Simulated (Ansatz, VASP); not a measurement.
**Two plane-wave programs on AgCl**

File INCAR:

```
  ALGO = Normal
  EDIFF = 1E-6
  ENCUT = 520
  GGA = PE
  ISIF = 2
  ISMEAR = 0
  LASPH = True
  LCHARG = True
  LELF = True
  LREAL = False
  LVHAR = True
  LWAVE = False
  NBANDS = 16
  NELM = 100
  PREC = Accurate
  SIGMA = 0.05
```

File KPOINTS:

```
k-points
0
Gamma
  8 8 8
```

POSCAR

```
AgCl
1.0
    0.0000000000      2.8060228508      2.8060228508
    2.8060228508      0.0000000000      2.8060228508
    2.8060228508      2.8060228508      0.0000000000
Ag Cl
1 1
Direct
    0.4850320454      0.5149679546      0.5598718185
    0.0455448893     -0.0455448893     -0.1821795570
```

Input for Ansatz:

```yaml
crystal:
  lattice:
    - [0.0, 2.8060228508, 2.8060228508]
    - [2.8060228508, 0.0, 2.8060228508]
    - [2.8060228508, 2.8060228508, 0.0]
  atoms:
    - { symbol: Ag, position: [0.4850320454, 0.5149679546, 0.5598718185] }
    - { symbol: Cl, position: [0.0455448893, -0.0455448893, -0.182179557] }
basis:
  ecutwfc: 420
kpoints:
  mp_grid: { grid: [8, 8, 8] }
hamiltonian:
  xc: pbe
scf:
  occupations: { method: gaussian, width: 0.05 }
output:
  forces: true
  stress: true
  eigenvalues: true
```

Change from the starting cell: mode 4 frozen in at -0.639 Å and mode 5 at -0.383 Å (largest displacements).

Alike in both runs: task single point; functional PBE; k mesh 8 × 8 × 8; occupations gaussian, width 0.05 eV; no spin polarisation.

|  | VASP | Ansatz |
| --- | --- | --- |
| version | VASP 6.6.1 | Ansatz 0.2.0 |
| potentials or method | VASP PAW PBE potentials, release 64 (Ag, Cl), cutoff 520 eV | scalar-relativistic, plane waves, PAW |
| valence electrons in the cell | 18 | 26 |

|  | VASP | Ansatz | Ansatz less VASP |
| --- | --- | --- | --- |
| gap on the k mesh at the Fermi level (eV) | 1.55 | 1.55 | -0.005 |
| least direct gap on the mesh (eV) | 1.86 | 1.85 | -0.006 |
| pressure (GPa) | 19.0 | 19.3 | +0.29 |
| traceless stress, the component that is largest in VASP (GPa) | 27.45 | 27.78 | +0.328 |
| rms of the force components (eV/Å) | 3.376 | 3.420 | +0.0439 |

Atom by atom the forces differ by 0.044 eV/Å (rms over components). VASP's potentials hold 18 valence electrons a cell and Ansatz's 26, so a difference there can come from the potentials and not from the codes.
